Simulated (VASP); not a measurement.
# PtSe (P-6m2) in VASP: notebook

PtSe is run at these levels: PBEsol+U, LDA+U; tasks: single point.

All numbers are computed with VASP 6.6.1; they aren't measurements. Logs are shortened: lines on timing, memory, paths and dates and some standing lists are left out, and cuts for length are marked.

### Step 1. The cell of the first run

It takes space group P-6m2 (No. 187, hexagonal). Conventional cell: a = 3.702 Å, b = 3.702 Å, c = 3.613 Å, α = 90.00°, β = 90.00°, γ = 120.00°. Within 3.7 Å of Pt (site symmetry -6m2) lie 6 Se at 2.80 Å and 2 Pt at 3.61 Å. Within 3.7 Å of Se (site symmetry -6m2) lie 6 Pt at 2.80 Å and 2 Se at 3.61 Å.

### Step 2. Single point, PBEsol+U, collinear spin, ferromagnetic start

INCAR

```
ALGO = Normal ; EDIFF = 1E-7
ENCUT = 520 ; GGA = PS
ISIF = 2 ; ISMEAR = 0
ISPIN = 2 ; LASPH = T
LCHARG = F ; LDAU = T
LDAUJ = 0 0 ; LDAUL = 2 -1
LDAUPRINT = 1 ; LDAUTYPE = 2
LDAUU = 2 0 ; LMAXMIX = 4
LORBIT = 11 ; LREAL = F
LWAVE = F ; MAGMOM = 0.58 0
NBANDS = 19 ; NELM = 150
PREC = Accurate ; SIGMA = 0.05
```

KPOINTS

```
k-points
0
Gamma
  6 6 5
```

POSCAR

```
PtSe
1.0
    3.7018703300      0.0000000000      0.0000000000
   -1.8509351600      3.2059137500      0.0000000000
    0.0000000000      0.0000000000      3.6128420300
Pt Se
1 1
Direct
    0.0000000000      0.0000000000      0.0000000000
    0.6666666667      0.3333333333      0.5000000000
```

Potentials or basis: VASP PAW PBE potentials, release 64 (Pt, Se).

On the command line:

```console
$ cat potpaw_PBE.64/Pt/POTCAR potpaw_PBE.64/Se/POTCAR > POTCAR
$ mpirun -np 1 vasp_std > vasp.out
```

OUTCAR:

```text
EDIFF = 1E-7
   ENCUT = 520
   GGA = PS
   ISIF = 2
   ISMEAR = 0
   ISPIN = 2
   LASPH = T
   LORBIT = 11
   LREAL = F
   NELM = 150
   PREC = Accurate

 ion  position               nearest neighbor table
   1  0.000  0.000  0.000-   2 2.80   2 2.80   2 2.80   2 2.80   2 2.80   2 2.80
   2  0.667  0.333  0.500-   1 2.80   1 2.80   1 2.80   1 2.80   1 2.80   1 2.80

  LATTYP: Found a hexagonal cell.
 ALAT       =     3.7018703300
 C/A-ratio  =     0.9759504542

  Lattice vectors:

 A1 = (   3.7018703300,   0.0000000000,   0.0000000000)
 A2 = (  -1.8509351600,   3.2059137500,   0.0000000000)
 A3 = (   0.0000000000,   0.0000000000,   3.6128420300)

Analysis of symmetry for initial positions (statically):
=====================================================================
 Subroutine PRICEL returns:
 Original cell was already a primitive cell.

 Routine SETGRP: Setting up the symmetry group for a
 hexagonal supercell.

 Subroutine GETGRP returns: Found 12 space group operations
 (whereof 12 operations were pure point group operations)
 out of a pool of 24 trial point group operations.

The static configuration has the point symmetry D_3h.

Analysis of symmetry for dynamics (positions and initial velocities):
=====================================================================
 Subroutine PRICEL returns:
 Original cell was already a primitive cell.

 Routine SETGRP: Setting up the symmetry group for a
 hexagonal supercell.

 Subroutine GETGRP returns: Found 12 space group operations
 (whereof 12 operations were pure point group operations)
 out of a pool of 24 trial point group operations.

The dynamic configuration has the point symmetry D_3h.

Analysis of structural, dynamic, and magnetic symmetry:
=====================================================================
 Subroutine PRICEL returns:
 Original cell was already a primitive cell.

 Routine SETGRP: Setting up the symmetry group for a
[... 173 lines left out ...]
  o =  0.8569  v =  0.0000  0.0000  0.0000  0.0000  0.0000  0.0510  0.0000  0.0000 -0.0000 -0.9987      0.0000  0.0000  0.0000  0.0000  0.0000  0.0000  0.0000  0.0000  0.0000  0.0000
  o =  0.8569  v =  0.0000  0.0000  0.0000  0.0000  0.0000 -0.9987  0.0000 -0.0000 -0.0000 -0.0510      0.0000  0.0000  0.0000  0.0000  0.0000  0.0000  0.0000  0.0000  0.0000  0.0000
  o =  0.8569  v =  0.3405  0.0000  0.0000 -0.0000 -0.9402  0.0000  0.0000  0.0000  0.0000  0.0000      0.0000  0.0000  0.0000  0.0000  0.0000  0.0000  0.0000  0.0000  0.0000  0.0000
  o =  0.8569  v = -0.9402  0.0000 -0.0000 -0.0000 -0.3405  0.0000  0.0000  0.0000  0.0000  0.0000      0.0000  0.0000  0.0000  0.0000  0.0000  0.0000  0.0000  0.0000  0.0000  0.0000
  o =  0.9129  v =  0.0000  0.0000  0.0000  0.0000  0.0000 -0.0000  0.0000  1.0000  0.0000  0.0000      0.0000  0.0000  0.0000  0.0000  0.0000  0.0000  0.0000  0.0000  0.0000  0.0000
  o =  0.9129  v = -0.0000  0.0000  1.0000  0.0000  0.0000  0.0000  0.0000  0.0000  0.0000  0.0000      0.0000  0.0000  0.0000  0.0000  0.0000  0.0000  0.0000  0.0000  0.0000  0.0000

 number of electron      16.0000001 magnetization      -0.0000046

 Free energy of the ion-electron system (eV)
  ---------------------------------------------------
  ext. energy  EPLUGINS =         0.00000000
  ---------------------------------------------------
  free energy    TOTEN  =        -8.61277845 eV

  energy without entropy =       -8.61226992  energy(sigma->0) =       -8.61252418

 E-fermi :   5.2795     XC(G=0): -10.8893

 val. band max:        5.2553758455   @ k =   0.3333   0.3333   0.4000
 cond. band min:       5.4442560166   @ k =   0.0000   0.0000   0.0000
 fundamental gap:      0.1888801711
 Fermi energy:         5.2794504175

 spin component 1

 k-point     1 :       0.0000    0.0000    0.0000
  band No.  band energies     occupation
      1      -8.9670      1.00000
      2       1.6913      1.00000
      3       1.6913      1.00000
      4       1.7099      1.00000
      5       3.2901      1.00000
      6       3.2901      1.00000
[... 438 lines left out ...]
      5       2.9973      1.00000
      6       3.6358      1.00000
[... 11 lines left out ...]
     18      24.6523      0.00000
     19      25.1769      0.00000
 Fermi energy:         5.2794504175

 spin component 2

 k-point     1 :       0.0000    0.0000    0.0000
  band No.  band energies     occupation
      1      -8.9670      1.00000
      2       1.6913      1.00000
      3       1.6913      1.00000
      4       1.7099      1.00000
      5       3.2902      1.00000
      6       3.2902      1.00000
[... 439 lines left out ...]
      6       3.6358      1.00000
[... 11 lines left out ...]
     18      24.6523      0.00000
     19      25.1769      0.00000

------------------------ aborting loop because EDIFF is reached ----------------------------------------

  FORCE on cell =-STRESS in cart. coord.  units (eV):
  Direction    XX          YY          ZZ          XY          YZ          ZX
  --------------------------------------------------------------------------------------
  -------------------------------------------------------------------------------------
  Total       -4.1032373     -4.1032373     -5.6631455     -0.0000000      0.0000000      0.0000000
  in kB     -153.3257878   -153.3257881   -211.6149250     -0.0000002      0.0000000      0.0000000
  external PRESSURE =    -172.7555003 kB  Pullay stress =       0.0000000 kB

 VOLUME and BASIS-vectors are now :
 -----------------------------------------------------------------------------
  energy-cutoff  :      520.00
  volume of cell :       42.88
      direct lattice vectors                 reciprocal lattice vectors
     3.701870330  0.000000000  0.000000000     0.270133719  0.155961775  0.000000000
    -1.850935160  3.205913750  0.000000000     0.000000000  0.311923551  0.000000000
     0.000000000  0.000000000  3.612842030     0.000000000  0.000000000  0.276790403

 POSITION                                       TOTAL-FORCE (eV/Angst)
 -----------------------------------------------------------------------------------
      0.00000      0.00000      0.00000        -0.000000      0.000000      0.000000
      1.85094      1.06864      1.80642         0.000000      0.000000      0.000000
 -----------------------------------------------------------------------------------
    total drift:                               -0.000000      0.000000      0.000000

  FREE ENERGIE OF THE ION-ELECTRON SYSTEM (eV)
  ---------------------------------------------------
  free  energy   TOTEN  =        -8.6127784464 eV

  energy  without entropy=       -8.6122699210  energy(sigma->0) =       -8.61252418

 total charge

# of ion       s       p       d       tot
------------------------------------------
    1        0.482   0.279   8.274   9.034
    2        1.521   2.022   0.058   3.601
--------------------------------------------------
tot          2.002   2.301   8.332  12.635

 magnetization (x)

# of ion       s       p       d       tot
------------------------------------------
    1        0.000  -0.000   0.000   0.000
    2        0.000  -0.000  -0.000  -0.000
--------------------------------------------------
tot          0.000  -0.000   0.000   0.000
```

OSZICAR:

```text
N       E                     dE             d eps       ncg     rms          rms(c)
DAV:   1     0.728030323484E+02    0.72803E+02   -0.66834E+03  1604   0.715E+02
DAV:   2    -0.588042486068E+01   -0.78683E+02   -0.70483E+02  1863   0.163E+02
DAV:   3    -0.864485672099E+01   -0.27644E+01   -0.27051E+01  1882   0.290E+01
DAV:   4    -0.866286208174E+01   -0.18005E-01   -0.17999E-01  1829   0.259E+00
DAV:   5    -0.866305845460E+01   -0.19637E-03   -0.19637E-03  1845   0.283E-01    0.749E+00
DAV:   6    -0.862418703100E+01    0.38871E-01   -0.18668E-01  1713   0.356E+00    0.404E+00
DAV:   7    -0.861324515662E+01    0.10942E-01   -0.19486E-02  1694   0.138E+00    0.200E+00
DAV:   8    -0.861286196012E+01    0.38320E-03   -0.21441E-02  1733   0.110E+00    0.449E-01
DAV:   9    -0.861273279866E+01    0.12916E-03   -0.11583E-03  1705   0.219E-01    0.154E-01
DAV:  10    -0.861276598481E+01   -0.33186E-04   -0.28060E-04  1727   0.104E-01    0.682E-02
DAV:  11    -0.861277561613E+01   -0.96313E-05   -0.84816E-06  1774   0.215E-02    0.120E-02
DAV:  12    -0.861277730529E+01   -0.16892E-05   -0.92694E-07  1802   0.687E-03    0.660E-03
DAV:  13    -0.861277832540E+01   -0.10201E-05   -0.43577E-07  1713   0.501E-03    0.215E-03
DAV:  14    -0.861277844864E+01   -0.12324E-06   -0.42278E-08  1083   0.158E-03    0.454E-04
DAV:  15    -0.861277844636E+01    0.22767E-08   -0.56145E-09   852   0.530E-04
   1 F= -.86127784E+01 E0= -.86125242E+01  d E =-.508525E-03  mag=     0.0000
```

It took 15 s on 1 thread of Intel Xeon 6975P-C (Granite Rapids), shared host; peak memory 0.18 GiB.

What came out:

```yaml
Free_energy: -8.6128 eV
Pressure: -17.3 GPa
Band_gap_on_the_k_mesh: zero (filled and empty bands overlap)
Net_moment: 0.00 μB per cell
Valence_electrons_inside_the_program's_atomic_spheres: Pt 9.03; Se 3.60
```

Eigenvalues of the final occupation matrices:
```csv
site,spin,trace,eigenvalues
site 1 d,1,4.16,0.77 0.77 0.86 0.86 0.91
site 1 d,2,4.16,0.77 0.77 0.86 0.86 0.91
```

Caveat: the PAW data sets were made with another functional, which shifts forces and pressure a little; spin-orbit coupling is left out, which moves the levels of the heavy elements.

### Step 3. Single point, LDA+U, collinear spin, ferromagnetic start

INCAR

```
ALGO = Normal ; EDIFF = 1E-6
ENCUT = 520 ; ISIF = 2
ISMEAR = 0 ; ISPIN = 2
LASPH = T ; LCHARG = T
LDAU = T ; LDAUJ = 0 0
LDAUL = 2 -1 ; LDAUPRINT = 1
LDAUTYPE = 2 ; LDAUU = 6 0
LELF = T ; LMAXMIX = 4
LORBIT = 11 ; LREAL = F
LVHAR = T ; LWAVE = F
MAGMOM = 0.5 0 ; NBANDS = 19
NELM = 150 ; PREC = Accurate
SIGMA = 0.05
```

KPOINTS is that of step 2.

POSCAR is that of step 2.

Potentials or basis: VASP PAW LDA potentials, release 64 (Pt, Se).

On the command line:

```console
$ cat potpaw_LDA.64/Pt/POTCAR potpaw_LDA.64/Se/POTCAR > POTCAR
$ mpirun -np 1 vasp_std > vasp.out
```

OUTCAR:

```text
EDIFF = 1E-6
   ENCUT = 520
   ISIF = 2
   ISMEAR = 0
   ISPIN = 2
   LASPH = T
   LORBIT = 11
   LREAL = F
   NELM = 150
   PREC = Accurate

 ion  position               nearest neighbor table
   1  0.000  0.000  0.000-   2 2.80   2 2.80   2 2.80   2 2.80   2 2.80   2 2.80
   2  0.667  0.333  0.500-   1 2.80   1 2.80   1 2.80   1 2.80   1 2.80   1 2.80

  LATTYP: Found a hexagonal cell.
 ALAT       =     3.7018703300
 C/A-ratio  =     0.9759504542

  Lattice vectors:

 A1 = (   3.7018703300,   0.0000000000,   0.0000000000)
 A2 = (  -1.8509351600,   3.2059137500,   0.0000000000)
 A3 = (   0.0000000000,   0.0000000000,   3.6128420300)

Analysis of symmetry for initial positions (statically):
=====================================================================
 Subroutine PRICEL returns:
 Original cell was already a primitive cell.

 Routine SETGRP: Setting up the symmetry group for a
 hexagonal supercell.

 Subroutine GETGRP returns: Found 12 space group operations
 (whereof 12 operations were pure point group operations)
 out of a pool of 24 trial point group operations.

The static configuration has the point symmetry D_3h.

Analysis of symmetry for dynamics (positions and initial velocities):
=====================================================================
 Subroutine PRICEL returns:
 Original cell was already a primitive cell.

 Routine SETGRP: Setting up the symmetry group for a
 hexagonal supercell.

 Subroutine GETGRP returns: Found 12 space group operations
 (whereof 12 operations were pure point group operations)
 out of a pool of 24 trial point group operations.

The dynamic configuration has the point symmetry D_3h.

Analysis of structural, dynamic, and magnetic symmetry:
=====================================================================
 Subroutine PRICEL returns:
 Original cell was already a primitive cell.

 Routine SETGRP: Setting up the symmetry group for a
 hexagonal supercell.

 Subroutine GETGRP returns: Found 12 space group operations
 (whereof 12 operations were pure point group operations)
 out of a pool of 24 trial point group operations.

The overall configuration has the point symmetry D_3h.

 Subroutine INISYM returns: Found 12 space group operations
 (whereof 12 operations are pure point group operations),
 and found     1 'primitive' translations

----------------------------------------------------------------------------------------

                                     Primitive cell

  volume of cell :      42.8768

  direct lattice vectors                    reciprocal lattice vectors
     3.701870330  0.000000000  0.000000000     0.270133719  0.155961775  0.000000000
    -1.850935160  3.205913750  0.000000000     0.000000000  0.311923551  0.000000000
     0.000000000  0.000000000  3.612842030     0.000000000  0.000000000  0.276790403

  length of vectors
     3.701870330  3.701870330  3.612842030     0.311923551  0.311923551  0.276790403

[... 122 lines left out ...]

 onsite density matrix

spin component  1

  0.9092 -0.0000 -0.0000  0.0000  0.0000
 -0.0000  0.8049  0.0000  0.0000  0.0000
 -0.0000  0.0000  0.9509 -0.0000  0.0000
  0.0000  0.0000 -0.0000  0.8049  0.0000
  0.0000  0.0000  0.0000  0.0000  0.9092

spin component  2

  0.9092 -0.0000 -0.0000  0.0000  0.0000
 -0.0000  0.8049  0.0000  0.0000  0.0000
 -0.0000  0.0000  0.9508 -0.0000  0.0000
  0.0000  0.0000 -0.0000  0.8049  0.0000
  0.0000  0.0000  0.0000  0.0000  0.9092

 occupancies and eigenvectors

  o =  0.8049  v =  0.0000  0.0000  0.0000  0.0000  0.0000  0.0000  0.5120 -0.0000 -0.8590  0.0000      0.0000  0.0000  0.0000  0.0000  0.0000  0.0000  0.0000  0.0000  0.0000  0.0000
  o =  0.8049  v =  0.0000  0.0000  0.0000  0.0000  0.0000 -0.0000 -0.8590  0.0000 -0.5120 -0.0000      0.0000  0.0000  0.0000  0.0000  0.0000  0.0000  0.0000  0.0000  0.0000  0.0000
  o =  0.8049  v =  0.0000  0.5120 -0.0000 -0.8590 -0.0000  0.0000  0.0000  0.0000  0.0000  0.0000      0.0000  0.0000  0.0000  0.0000  0.0000  0.0000  0.0000  0.0000  0.0000  0.0000
  o =  0.8049  v = -0.0000 -0.8590  0.0000 -0.5120  0.0000  0.0000  0.0000  0.0000  0.0000  0.0000      0.0000  0.0000  0.0000  0.0000  0.0000  0.0000  0.0000  0.0000  0.0000  0.0000
  o =  0.9092  v =  0.0000  0.0000  0.0000  0.0000  0.0000  0.9815  0.0000  0.0000  0.0000 -0.1917      0.0000  0.0000  0.0000  0.0000  0.0000  0.0000  0.0000  0.0000  0.0000  0.0000
  o =  0.9092  v =  0.0000  0.0000  0.0000  0.0000  0.0000 -0.1917  0.0000  0.0000  0.0000 -0.9815      0.0000  0.0000  0.0000  0.0000  0.0000  0.0000  0.0000  0.0000  0.0000  0.0000
  o =  0.9092  v =  0.3187 -0.0000  0.0000 -0.0000 -0.9479  0.0000  0.0000  0.0000  0.0000  0.0000      0.0000  0.0000  0.0000  0.0000  0.0000  0.0000  0.0000  0.0000  0.0000  0.0000
  o =  0.9092  v =  0.9479  0.0000  0.0000  0.0000  0.3187  0.0000  0.0000  0.0000  0.0000  0.0000      0.0000  0.0000  0.0000  0.0000  0.0000  0.0000  0.0000  0.0000  0.0000  0.0000
  o =  0.9508  v =  0.0000  0.0000  0.0000  0.0000  0.0000 -0.0000  0.0000  1.0000 -0.0000  0.0000      0.0000  0.0000  0.0000  0.0000  0.0000  0.0000  0.0000  0.0000  0.0000  0.0000
  o =  0.9509  v = -0.0000  0.0000  1.0000 -0.0000  0.0000  0.0000  0.0000  0.0000  0.0000  0.0000      0.0000  0.0000  0.0000  0.0000  0.0000  0.0000  0.0000  0.0000  0.0000  0.0000

 number of electron      16.0000000 magnetization       0.0000647

 Free energy of the ion-electron system (eV)
  ---------------------------------------------------
  ext. energy  EPLUGINS =         0.00000000
  ---------------------------------------------------
  free energy    TOTEN  =        -6.93553151 eV

  energy without entropy =       -6.93489114  energy(sigma->0) =       -6.93521133

 E-fermi :   4.8871     XC(G=0): -10.9376

 val. band max:        4.8512873069   @ k =   0.5000   0.0000   0.2000
 cond. band min:       5.0563212438   @ k =   0.3333   0.0000   0.2000
 fundamental gap:      0.2050339369
 Fermi energy:         4.8871209350

 spin component 1

 k-point     1 :       0.0000    0.0000    0.0000
  band No.  band energies     occupation
      1      -9.0901      1.00000
      2       0.6016      1.00000
      3       0.8661      1.00000
      4       0.8661      1.00000
      5       2.5854      1.00000
      6       2.5854      1.00000
[... 438 lines left out ...]
      5       1.9807      1.00000
      6       2.5135      1.00000
[... 11 lines left out ...]
     18      24.4602      0.00000
     19      25.0996      0.00000
 Fermi energy:         4.8871209350

 spin component 2

 k-point     1 :       0.0000    0.0000    0.0000
  band No.  band energies     occupation
      1      -9.0901      1.00000
      2       0.6018      1.00000
      3       0.8662      1.00000
      4       0.8662      1.00000
      5       2.5855      1.00000
      6       2.5855      1.00000
[... 439 lines left out ...]
      6       2.5136      1.00000
[... 11 lines left out ...]
     18      24.4602      0.00000
     19      25.0996      0.00000

------------------------ aborting loop because EDIFF is reached ----------------------------------------

  FORCE on cell =-STRESS in cart. coord.  units (eV):
  Direction    XX          YY          ZZ          XY          YZ          ZX
  --------------------------------------------------------------------------------------
  -------------------------------------------------------------------------------------
  Total       -5.1264973     -5.1264974     -6.9124011     -0.0000000     -0.0000000      0.0000000
  in kB     -191.5619770   -191.5619773   -258.2958953     -0.0000003     -0.0000000      0.0000000
  external PRESSURE =    -213.8066165 kB  Pullay stress =       0.0000000 kB

 VOLUME and BASIS-vectors are now :
 -----------------------------------------------------------------------------
  energy-cutoff  :      520.00
  volume of cell :       42.88
      direct lattice vectors                 reciprocal lattice vectors
     3.701870330  0.000000000  0.000000000     0.270133719  0.155961775  0.000000000
    -1.850935160  3.205913750  0.000000000     0.000000000  0.311923551  0.000000000
     0.000000000  0.000000000  3.612842030     0.000000000  0.000000000  0.276790403

 POSITION                                       TOTAL-FORCE (eV/Angst)
 -----------------------------------------------------------------------------------
      0.00000      0.00000      0.00000        -0.000000      0.000000      0.000000
      1.85094      1.06864      1.80642         0.000000      0.000000      0.000000
 -----------------------------------------------------------------------------------
    total drift:                               -0.000000      0.000000      0.000000

  FREE ENERGIE OF THE ION-ELECTRON SYSTEM (eV)
  ---------------------------------------------------
  free  energy   TOTEN  =        -6.9355315084 eV

  energy  without entropy=       -6.9348911443  energy(sigma->0) =       -6.93521133

 total charge

# of ion       s       p       d       tot
------------------------------------------
    1        0.439   0.258   8.695   9.391
    2        1.524   2.010   0.050   3.585
--------------------------------------------------
tot          1.963   2.268   8.745  12.976

 magnetization (x)

# of ion       s       p       d       tot
------------------------------------------
    1       -0.000  -0.000   0.000   0.000
    2       -0.000  -0.000  -0.000  -0.000
--------------------------------------------------
tot         -0.000  -0.000   0.000   0.000
```

stdout:

```text
POSCAR found type information on POSCAR PtSe
 POSCAR found :  2 types and       2 ions
 scaLAPACK will be used
 LDA part: xc-table for (Slater(with rela. corr.)+CA(PZ))
 , standard interpolation
 POSCAR, INCAR and KPOINTS ok, starting setup
 FFT: planning ... GRIDC
 FFT: planning ... GRID_SOFT
 FFT: planning ... GRID
 WAVECAR not read
 entering main loop
```

Wall time 15 s (1 thread of Intel Xeon 6975P-C (Granite Rapids), shared host); peak memory 0.16 GiB.

What came out:

```yaml
Free_energy: -6.9355 eV
Pressure: -21.4 GPa
Band_gap_on_the_k_mesh: zero (filled and empty bands overlap)
Net_moment: 0.00 μB per cell
Valence_electrons_inside_the_program's_atomic_spheres: Pt 9.39; Se 3.58
```

Eigenvalues of the final occupation matrices:
| site | spin | trace | eigenvalues |
| --- | --- | --- | --- |
| site 1 d | 1 | 4.38 | 0.80 0.80 0.91 0.91 0.95 |
| site 1 d | 2 | 4.38 | 0.80 0.80 0.91 0.91 0.95 |

Caveat: spin-orbit coupling is left out, which moves the levels of the heavy elements. The state reached can hang on the start; a lower one may exist.
